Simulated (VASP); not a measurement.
ZrC, 2 atoms in the cell. It takes space group P-6m2 (No. 187, hexagonal). Conventional cell: a = 3.316 Å, b = 3.316 Å, c = 2.973 Å, α = 90.00°, β = 90.00°, γ = 120.00°. Zr (site symmetry -6m2) has 6 C at 2.42 Å and 2 Zr at 2.97 Å within 3.2 Å. C (site symmetry -6m2) has 6 Zr at 2.42 Å and 2 C at 2.97 Å within 3.2 Å.  This cell differs from its parent crystal: volume scaled by 1.040.

| Quantity | Value |
| --- | --- |
| Program | VASP 6.6.1 |
| Task | relaxation of shape and atoms at fixed volume |
| Functional | PBE |
| Potentials or basis | VASP PAW PBE potentials, release 64 (Zr_sv, C) |
| Cutoff | 600 eV |
| k mesh | 12 × 12 × 12 |
| Occupations | gaussian, width 0.05 eV |
| Spin | no spin polarisation |
| Dipole correction | no |
| Further INCAR settings | ALGO = Normal; EDIFF = 1e-07; IBRION = 2; EDIFFG = -0.01; NSW = 60; ISIF = 4 |

Potentials or basis: VASP PAW PBE potentials, release 64 (Zr_sv, C).

Run with:

```console
$ cat potpaw_PBE.64/Zr_sv/POTCAR potpaw_PBE.64/C/POTCAR > POTCAR
$ mpirun -np 1 vasp_std > vasp.out
```

Hardware: 1 thread of Intel(R) Xeon(R) 6975P-C (Granite Rapids), with other jobs on the host.

Q: How long does it take, and how much memory?

A: Wall time 71 s on 1 thread of Intel(R) Xeon(R) 6975P-C (Granite Rapids), on a shared host, peak memory 0.19 GiB. Counts: scf iterations 24, k points 133, ion steps 3.
